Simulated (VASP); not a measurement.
The system is CsV.

```
CELL_PARAMETERS angstrom
3.91321 0.00000 0.00000
0.00000 3.91321 0.00000
0.00000 0.00000 3.91321
ATOMIC_POSITIONS crystal
Cs 0.00000 0.00000 0.00000
V 0.50000 0.50000 0.50000
```

| Item | Value |
| --- | --- |
| Program | VASP 6.6.1 |
| Task | relaxation of cell and atoms |
| Functional | PBE |
| Potentials or basis | VASP PAW PBE potentials, release 64 (Cs_sv, V_sv) |
| Cutoff | 600 eV |
| k mesh | 4 × 4 × 4 |
| Occupations | gaussian, width 0.1 eV |
| Spin | collinear spin, ferromagnetic start |
| Starting moments | [0.24, 3.9] μB |

At the start: pressure 6.5 GPa; volume 29.96 Å³/atom.

Question: Where does the relaxation end?

Answer: Over 4 steps the energy falls by 212.4 meV/atom and the volume is 43.39 Å³/atom (+44.8 %); space group Pm-3m (No. 221, to 0.05 Å); moment 4.59 μB per cell.

The path:
| step | energy change (eV) | largest force (eV/Å) | pressure (GPa) | volume (Å³) |
| --- | --- | --- | --- | --- |
| 1 | 0.0000 | 0.0000 | 6.49 | 59.92 |
| 2 | -0.3075 | 0.0000 | 2.73 | 71.08 |
| 3 | -0.4192 | 0.0000 | 0.46 | 83.51 |
| 4 | -0.4248 | 0.0000 | 0.12 | 86.79 |

Final structure:
```yaml
crystal:
  lattice:
    - [4.42748, 0.00000, 0.00000]
    - [0.00000, 4.42748, 0.00000]
    - [0.00000, 0.00000, 4.42748]
  atoms:
    - { symbol: Cs, position: [0.00000, 0.00000, 0.00000] }
    - { symbol: V, position: [0.50000, 0.50000, 0.50000] }
```

Caveat: the k points lie up to 0.35 Å⁻¹ apart in the final cell; the volume moved by over 15 % at a fixed basis, so the end points are rough.
